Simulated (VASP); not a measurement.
# C (Fd-3m) in VASP: a series of runs

Aim: see how the results for C move with the level of theory and the settings. Levels: RPBE, PBE, r2SCAN+rVV10. Tasks: equation of state, G0W0 quasiparticle levels, elastic constants.

Everything below comes from runs of VASP 6.6.1. Logs are shortened: lines on timing, memory, paths and dates and some standing lists are left out, and cuts for length are marked.

## 1. The cell of the first run

It takes space group Fd-3m (No. 227, cubic). Conventional cell: a = 3.567 Å, b = 3.567 Å, c = 3.567 Å, α = 90.00°, β = 90.00°, γ = 90.00°. C (site symmetry -43m) has 4 C at 1.54 Å within 2.1 Å.

## 2. Equation of state, RPBE

POSCAR.step1

```
C
1.0
    0.0000000000      1.7281784585      1.7281784585
    1.7281784585      0.0000000000      1.7281784585
    1.7281784585      1.7281784585      0.0000000000
C
2
Direct
    0.7500000000      0.7500000000      0.7500000000
    0.5000000000      0.5000000000      0.5000000000
```

POSCAR.step2

```
C
1.0
    0.0000000000      1.7469644787      1.7469644787
    1.7469644787      0.0000000000      1.7469644787
    1.7469644787      1.7469644787      0.0000000000
C
2
Direct
    0.7500000000      0.7500000000      0.7500000000
    0.5000000000      0.5000000000      0.5000000000
```

POSCAR.step3

```
C
1.0
    0.0000000000      1.7653549299      1.7653549299
    1.7653549299      0.0000000000      1.7653549299
    1.7653549299      1.7653549299      0.0000000000
C
2
Direct
    0.7500000000      0.7500000000      0.7500000000
    0.5000000000      0.5000000000      0.5000000000
```

POSCAR.step4

```
C
1.0
    0.0000000000      1.7833700000      1.7833700000
    1.7833700000      0.0000000000      1.7833700000
    1.7833700000      1.7833700000      0.0000000000
C
2
Direct
    0.7500000000      0.7500000000      0.7500000000
    0.5000000000      0.5000000000      0.5000000000
```

POSCAR.step5

```
C
1.0
    0.0000000000      1.8010282771      1.8010282771
    1.8010282771      0.0000000000      1.8010282771
    1.8010282771      1.8010282771      0.0000000000
C
2
Direct
    0.7500000000      0.7500000000      0.7500000000
    0.5000000000      0.5000000000      0.5000000000
```

POSCAR.step6

```
C
1.0
    0.0000000000      1.8183469191      1.8183469191
    1.8183469191      0.0000000000      1.8183469191
    1.8183469191      1.8183469191      0.0000000000
C
2
Direct
    0.7500000000      0.7500000000      0.7500000000
    0.5000000000      0.5000000000      0.5000000000
```

POSCAR.step7

```
C
1.0
    0.0000000000      1.8353418006      1.8353418006
    1.8353418006      0.0000000000      1.8353418006
    1.8353418006      1.8353418006      0.0000000000
C
2
Direct
    0.7500000000      0.7500000000      0.7500000000
    0.5000000000      0.5000000000      0.5000000000
```

INCAR

```
SYSTEM = C
ALGO = Normal ; EDIFF = 1E-7
EFERMI = MIDGAP ; ENCUT = 660
GGA = RP ; GGA_COMPAT = .False.
ISIF = 2 ; ISMEAR = 0
LASPH = .True. ; LCHARG = .False.
LREAL = .False. ; LWAVE = .False.
NELM = 120 ; NSW = 0
PREC = Accurate ; SIGMA = 0.03
```

KPOINTS

```
k-points
0
Gamma
  11 11 11
```

Potentials or basis: VASP PAW PBE potentials, release 64 (C_GW).

The run is started by

```bash
> cat potpaw_PBE.64/C_GW/POTCAR > POTCAR
> cp POSCAR.step1 POSCAR
> mpirun -np 1 vasp_std > vasp.out
> cp POSCAR.step2 POSCAR
> mpirun -np 1 vasp_std > vasp.out
> cp POSCAR.step3 POSCAR
> mpirun -np 1 vasp_std > vasp.out
> cp POSCAR.step4 POSCAR
> mpirun -np 1 vasp_std > vasp.out
> cp POSCAR.step5 POSCAR
> mpirun -np 1 vasp_std > vasp.out
> cp POSCAR.step6 POSCAR
> mpirun -np 1 vasp_std > vasp.out
> cp POSCAR.step7 POSCAR
> mpirun -np 1 vasp_std > vasp.out
```

OUTCAR:

```text
SYSTEM = C
   EDIFF = 1E-7
   EFERMI = MIDGAP
   ENCUT = 660
   GGA = RP
   ISIF = 2
   ISMEAR = 0
   LASPH = .True.
   LREAL = .False.
   NELM = 120
   NSW = 0
   PREC = Accurate

 Found     56 irreducible k-points:

 Following reciprocal coordinates:
            Coordinates               Weight
  0.000000  0.000000  0.000000      1.000000
  0.090909  0.000000  0.000000      8.000000
  0.181818  0.000000  0.000000      8.000000
  0.272727  0.000000  0.000000      8.000000
  0.363636  0.000000  0.000000      8.000000
  0.454545  0.000000  0.000000      8.000000
   k-points           NKPTS =     56   k-points in BZ     NKDIM =     56   number of bands    NBANDS=      8
   number of dos      NEDOS =    301   number of ions     NIONS =      2
   total plane-waves  NPLWV =  13824
   dimension x,y,z NGX =    24 NGY =   24 NGZ =   24
   dimension x,y,z NGXF=    48 NGYF=   48 NGZF=   48
   ions per type =               2
   NGX,Y,Z   is equivalent  to a cutoff of  15.37, 15.37, 15.37 a.u.
   NGXF,Y,Z  is equivalent  to a cutoff of  30.74, 30.74, 30.74 a.u.
 SYSTEM =  C
   PREC   = accura    normal or accurate (medium, high low for compatibility)
   ISTART =      0    job   : 0-new  1-cont  2-samecut
   ICHARG =      2    charge: 1-file 2-atom 10-const
   ISPIN  =      1    spin polarized calculation?
   LNONCOLLINEAR =      F non collinear calculations
   LSORBIT =      F    spin-orbit coupling
   LASPH  =      T    aspherical Exc in radial PAW
   ENCUT  =  660.0 eV  48.51 Ry    6.96 a.u.   5.44  5.44  5.44*2*pi/ulx,y,z
   NELM   =    120;   NELMIN=  2; NELMDL=  0     # of ELM steps
   EDIFF  = 0.1E-06   stopping-criterion for ELM
   LREAL  =      F    real-space projection
   EDIFFG = 0.1E-05   stopping-criterion for IOM
   NSW    =      0    number of steps for IOM
   IBRION =     -1    ionic relax: 0-MD 1-quasi-New 2-CG
   NFREE  =      0    steps in history (QN), initial steepest desc. (CG)
   ISIF   =      2    stress and relaxation
   ISYM   =      2    0-nonsym 1-usesym 2-fastsym
   POTIM  = 0.5000    time-step for ionic-motion
   TEBEG  =    0.0;   TEEND  =   0.0 temperature during run

   SCALEE = 1.0000    scale energy and forces
   PSTRESS=    0.0 pullay stress
   NELECT =       8.0000    total number of electrons
   NUPDOWN=      -1.0000    fix difference up-down
   EMIN   =  10.00;   EMAX   =-10.00  energy-range for DOS
   EFERMI =   0.00;   METHOD = MIDGAP
   ISMEAR =     0;   SIGMA  =   0.03  broadening in eV -4-tet -1-fermi 0-gaus
   EFERMI_NEDOS =   21; number of points for ismear=-14 and -15
   IALGO  =     38    algorithm
   IMIX   =      4    mixing-type and parameters
     AMIX     =   0.40;   BMIX     =  1.00
     AMIX_MAG =   1.60;   BMIX_MAG =  1.00
  volume/ion in A,a.u.               =       6.18        41.72
  Fermi-wavevector in a.u.,A,eV,Ry     =   1.415939  2.675737 27.278092  2.004883
  Thomas-Fermi vector in A             =   2.537325
   LORBIT       =      0    0 simple, 1 ext, 2 COOP (PROOUT), +10 PAW based schemes
   GGA     = RP    functional components
   LHFCALC =     F    Hartree Fock is set to
   AEXX    =    0.0000 exact exchange contribution
   IVDW    =     0    specifies the selected vdW correction
   LEPSILON=     F    determine dielectric tensor
   LRPA    =     F    only Hartree local field effects (RPA)

   CSHIFT  =0.1000    complex shift for real part using Kramers Kronig

   OMEGAMAX=  -1.0    maximum frequency
 non-spin polarized calculation
 Gauss-broadening in eV      SIGMA  =   0.03
  energy-cutoff  :      660.00
  volume of cell :       12.36
 maximum number of plane-waves:       531
 NGX is ok and might be reduce to    24
   NGX = 11   NGY = 11   NGZ = 11

 number of electron       8.0000000 magnetization

 Free energy of the ion-electron system (eV)
  ---------------------------------------------------
  ext. energy  EPLUGINS =         0.00000000
  ---------------------------------------------------
  free energy    TOTEN  =       -17.18807938 eV

  energy without entropy =      -17.18807938  energy(sigma->0) =      -17.18807938

 E-fermi :  10.6418     XC(G=0): -12.7002

 val. band max:        8.6678335329   @ k =   0.0000   0.0000   0.0000
 cond. band min:      12.6156994545   @ k =   0.3636   0.3636   0.0000
 fundamental gap:      3.9478659215
 Fermi energy:        10.6417664937

 k-point     1 :       0.0000    0.0000    0.0000
  band No.  band energies     occupation
      1     -11.7558      2.00000
      2       8.6678      2.00000
      3       8.6678      2.00000
      4       8.6678      2.00000
      5      14.0280      0.00000
      6      14.0280      0.00000
      7      14.0280      0.00000
      8      20.0092      0.00000

 k-point     2 :       0.0909    0.0000    0.0000
  band No.  band energies     occupation
      1     -11.5402      2.00000
      2       7.3236      2.00000
      3       8.3242      2.00000
      4       8.3242      2.00000
      5      14.4806      0.00000
      6      14.4806      0.00000
      7      14.7327      0.00000
      8      20.2919      0.00000

 k-point     3 :       0.1818    0.0000    0.0000
  band No.  band energies     occupation
      1     -10.8980      2.00000
      2       4.6368      2.00000
      3       7.6031      2.00000
      4       7.6031      2.00000
      5      15.4251      0.00000
      6      15.4251      0.00000
      7      15.6223      0.00000
      8      21.1155      0.00000

 k-point     4 :       0.2727    0.0000    0.0000
  band No.  band energies     occupation
      1      -9.8436      2.00000
      2       1.7069      2.00000
      3       6.8962      2.00000
      4       6.8962      2.00000
      5      16.0708      0.00000
      6      16.2429      0.00000
      7      16.2429      0.00000
      8      22.2183      0.00000

 k-point     5 :       0.3636    0.0000    0.0000
  band No.  band energies     occupation
      1      -8.4213      2.00000
      2      -1.0743      2.00000
      3       6.3773      2.00000
      4       6.3773      2.00000
      5      16.2524      0.00000
      6      16.6558      0.00000
      7      16.6558      0.00000
      8      23.1543      0.00000

 k-point     6 :       0.4545    0.0000    0.0000
  band No.  band energies     occupation
      1      -6.8609      2.00000
      2      -3.3404      2.00000
      3       6.1083      2.00000
      4       6.1083      2.00000
      5      16.3171      0.00000
      6      16.7711      0.00000
      7      16.7711      0.00000
      8      23.6124      0.00000

 [... further k-points ...]
[... 5 lines left out ...]
  --------------------------------------------------------------------------------------
  -------------------------------------------------------------------------------------
  Total       -1.9556170     -1.9556170     -1.9556170     -0.0000000      0.0000000      0.0000000
  in kB     -253.4040310   -253.4040310   -253.4040310     -0.0000000      0.0000000      0.0000000
  external PRESSURE =    -253.4040310 kB  Pullay stress =       0.0000000 kB

 VOLUME and BASIS-vectors are now :
 -----------------------------------------------------------------------------
  energy-cutoff  :      660.00
  volume of cell :       12.36
      direct lattice vectors                 reciprocal lattice vectors
     0.000000000  1.835341801  1.835341801    -0.272428819  0.272428819  0.272428819
     1.835341801  0.000000000  1.835341801     0.272428819 -0.272428819  0.272428819
     1.835341801  1.835341801  0.000000000     0.272428819  0.272428819 -0.272428819

 POSITION                                       TOTAL-FORCE (eV/Angst)
 -----------------------------------------------------------------------------------
      2.75301      2.75301      2.75301         0.000000      0.000000      0.000000
      1.83534      1.83534      1.83534        -0.000000     -0.000000     -0.000000
 -----------------------------------------------------------------------------------
    total drift:                                0.000000      0.000000      0.000000

  FREE ENERGIE OF THE ION-ELECTRON SYSTEM (eV)
  ---------------------------------------------------
  free  energy   TOTEN  =       -17.1880793768 eV

  energy  without entropy=      -17.1880793768  energy(sigma->0) =      -17.18807938
```

OUTCAR.step2:

```text
SYSTEM = C
   EDIFF = 1E-7
   EFERMI = MIDGAP
   ENCUT = 660
   GGA = RP
[... 187 lines left out ...]
      2.62045      2.62045      2.62045        -0.000000     -0.000000      0.000000
      1.74696      1.74696      1.74696         0.000000      0.000000     -0.000000
 -----------------------------------------------------------------------------------
    total drift:                                0.000000      0.000000      0.000000

  FREE ENERGIE OF THE ION-ELECTRON SYSTEM (eV)
  ---------------------------------------------------
  free  energy   TOTEN  =       -17.1546080071 eV

  energy  without entropy=      -17.1546080071  energy(sigma->0) =      -17.15460801
```

Wall time 27 s (1 thread of Intel Xeon Platinum 8488C (Sapphire Rapids), shared host); peak memory 0.13 GiB.

What came out:

| Property | Result |
| --- | --- |
| Equilibrium volume | 5.77 Å³/atom |
| Bulk modulus | 419 GPa |
| Pressure derivative of the bulk modulus | 3.7 |

Energy against volume, from the lowest point:
```csv
volume (Å³/atom),energy (meV/atom)
5.161,100.67
5.332,49.49
5.502,17.25
5.672,1.48
5.842,0.00
6.012,10.96
6.182,32.75
```

Caveat: the PAW data sets were made with another functional, which shifts forces and pressure a little. Zero-point motion and thermal expansion aren't in these numbers.

## 3. G0W0 quasiparticle levels, PBE

POSCAR

```
C
1.0
    0.0000000000      1.7833700000      1.7833700000
    1.7833700000      0.0000000000      1.7833700000
    1.7833700000      1.7833700000      0.0000000000
C
2
Direct
    0.7500000000      0.7500000000      0.7500000000
    0.5000000000      0.5000000000      0.5000000000
```

INCAR.step1

```
SYSTEM = C
PREC = Accurate
ENCUT = 500
EDIFF = 1E-8
ISMEAR = 0
SIGMA = 0.01
LREAL = .False.
LASPH = .True.
NELM = 60
ALGO = Normal
LWAVE = .True.
LCHARG = .False.
GGA = PE
```

INCAR.step2

```
SYSTEM = C
PREC = Accurate
ENCUT = 500
EDIFF = 1E-8
ISMEAR = 0
SIGMA = 0.01
LREAL = .False.
LASPH = .True.
NELM = 1
ALGO = Exact
LWAVE = .True.
LCHARG = .False.
GGA = PE
NBANDS = 37
LOPTICS = .True.
ISTART = 1
```

INCAR.step3

```
SYSTEM = C
PREC = Accurate
ENCUT = 500
EDIFF = 1E-8
ISMEAR = 0
SIGMA = 0.01
LREAL = .False.
LASPH = .True.
ALGO = EVGW0
LWAVE = .False.
LCHARG = .False.
GGA = PE
NELMGW = 1
NBANDS = 37
ENCUTGW = 120.0
NOMEGA = 48
PRECFOCK = Fast
ISTART = 1
NBANDSGW = 12
```

KPOINTS

```
Automatic mesh
0
Gamma
  8 8 8
  0 0 0
```

Potentials or basis: VASP PAW PBE potentials, release 64 (C_GW).

The run is started by

```bash
> cat potpaw_PBE.64/C_GW/POTCAR > POTCAR
> cp INCAR.step1 INCAR
> mpirun -np 1 vasp_std > vasp.out
> cp INCAR.step2 INCAR
> mpirun -np 1 vasp_std > vasp.out
> cp INCAR.step3 INCAR
> mpirun -np 1 vasp_std > vasp.out
```

OUTCAR:

```text
SYSTEM = C
   PREC = Accurate
   ENCUT = 500
   EDIFF = 1E-8
   ISMEAR = 0
   LREAL = .False.
   LASPH = .True.
   GGA = PE
   NELMGW = 1
   ENCUTGW = 120.0
   PRECFOCK = Fast
   ISTART = 1

 ion  position               nearest neighbor table
   1  0.750  0.750  0.750-   2 1.54   2 1.54   2 1.54   2 1.54
   2  0.500  0.500  0.500-   1 1.54   1 1.54   1 1.54   1 1.54

[... 202 lines left out ...]
      3       9.7614       9.4530     -17.1656     -16.7934     -19.1029       0.8285       2.0000       0.0721
      4       9.7614       9.4530     -17.1656     -16.7934     -19.1029       0.8285       2.0000       0.0721
      5      15.3538      16.6742     -13.9178     -15.5187      -9.3818       0.8248       0.0000      -0.1024
      6      15.3538      16.6742     -13.9178     -15.5187      -9.3818       0.8248       0.0000      -0.1024
      7      15.3538      16.6742     -13.9178     -15.5187      -9.3818       0.8248       0.0000      -0.1024
      8      23.0831      24.4094     -14.6681     -16.3785      -7.8066       0.7755       0.0000      -0.2426
      9      29.0573      29.5603     -11.2459     -11.8667      -4.3379       0.8103       0.0000      -0.4150
     10      36.3011      37.6298     -12.2834     -13.8804      -5.9098       0.8320       0.0000      -0.5856
     11      36.3011      37.6298     -12.2834     -13.8804      -5.9098       0.8320       0.0000      -0.5856
     12      37.3039      38.0158     -10.6558     -11.5127      -3.2657       0.8309       0.0000      -1.0476
[... 356 lines left out ...]
      1      -4.9299      -6.1531     -17.3333     -15.7116     -24.2790       0.7542       2.0000       0.6389
      2      -2.6024      -3.7136     -16.2959     -14.8360     -21.9415       0.7612       2.0000       0.3809
      3       3.4470       2.5861     -16.8940     -15.8161     -20.6948       0.7987       2.0000       0.1532
      4       5.0728       4.3635     -16.7187     -15.8429     -19.9184       0.8099       2.0000       0.1202
      5      18.0642      19.2158     -12.8713     -14.2681      -7.6057       0.8245       0.0000      -0.1304
      6      19.2100      20.5326     -13.7415     -15.3710      -8.0983       0.8117       0.0000      -0.1518
      7      22.8141      24.4536     -14.3789     -16.4737      -7.6131       0.7826       0.0000      -0.2382
      8      24.6304      26.1902     -13.7123     -15.7215      -6.4461       0.7763       0.0000      -0.3051
      9      28.0927      29.1182     -12.1014     -13.3667      -5.5479       0.8104       0.0000      -0.3382
     10      33.6830      35.1569     -13.4662     -15.3596      -5.0588       0.7785       0.0000      -0.8110
     11      36.1047      37.2995     -12.1516     -13.6283      -4.6322       0.8091       0.0000      -0.8178
     12      38.9244      39.7026     -11.0706     -12.0133      -3.8085       0.8255       0.0000      -0.9565

 [... further k-points ...]
```

It took 7.3 min on 1 thread of AMD EPYC 7R13, shared host; peak memory 0.3 GiB.

What came out:

```yaml
Quasiparticle_gap: 5.29 eV
Least_direct_quasiparticle_gap: 7.22 eV
Band_gap_of_the_starting_levels_on_the_mesh: 4.13 eV
Least_direct_gap_of_the_starting_levels_on_the_mesh: 5.59 eV
```

Caveat: the k points lie up to 0.38 Å⁻¹ apart; the cutoff is under 1.25 times the usual one of these potentials, so pressure, stress and relaxed cells hold a basis-set (Pulay) error; bands, screening cutoff and mesh are small and nothing is extrapolated, so the quasiparticle values aren't converged.

## 4. Elastic constants, r2SCAN+rVV10 (6.52 Å³/atom)

This run uses another cell than the first one, of 6.52 Å³/atom.

INCAR

```
SYSTEM = C
PREC = Accurate
ENCUT = 660
EDIFF = 1E-8
ISMEAR = 0
SIGMA = 0.01
LREAL = .False.
LASPH = .True.
NELM = 120
ALGO = Normal
ISIF = 3
LWAVE = .False.
LCHARG = .False.
METAGGA = R2SCAN
LMIXTAU = .True.
LUSE_VDW = .True.
IVDW_NL = 2
BPARAM = 11.95
CPARAM = 0.0093
NBANDS = 11
IBRION = 6
NFREE = 2
POTIM = 0.015
NSW = 1
GGA_COMPAT = .False.
```

KPOINTS

```
Automatic mesh
0
Gamma
  10 10 10
  0 0 0
```

POSCAR

```
C
1.0
    0.0000000000      1.8684181200      1.8684181200
    1.8684181200      0.0000000000      1.8684181200
    1.8684181200      1.8684181200      0.0000000000
C
2
Direct
    0.2500000000      0.2500000000      0.2500000000
    1.0000000000      1.0000000000      1.0000000000
```

Potentials or basis: VASP PAW PBE potentials, release 64 (C).

The run is started by

```bash
> cat potpaw_PBE.64/C/POTCAR > POTCAR
> mpirun -np 1 vasp_std > vasp.out
```

It took 13 min on 1 thread of Intel Xeon 6975P-C (Granite Rapids), shared host; peak memory 0.27 GiB.

The run converged. Its results:

| Property | Result |
| --- | --- |
| Elastic constants C11, C12, C44 | 855, 22, 400 GPa |
| Voigt bulk modulus | 299 GPa |
| Highest phonon frequency at Γ | 1148 cm⁻¹ |

Phonon frequencies in cm⁻¹ (negative: imaginary):
| q point | frequencies |
| --- | --- |
| (0.000, 0.000, 0.000) | 0 0 0 1148 1148 1148 |

Elastic tensor in Voigt notation (GPa, in the Cartesian axes of the cell as first typed):
```
855  22  22   0   0   0
 22 855  22   0   0   0
 22  22 855   0   0   0
  0   0   0 400   0   0
  0   0   0   0 400   0
  0   0   0   0   0 400
```

Clamped-ion elastic tensor (GPa):
```
855  22  22   0   0   0
 22 855  22   0   0   0
 22  22 855   0   0   0
  0   0   0 407   0   0
  0   0   0   0 407   0
  0   0   0   0   0 407
```

Caveat: the cell is under stress, which shifts elastic constants; the PAW data sets were made with another functional, which shifts forces and pressure a little.
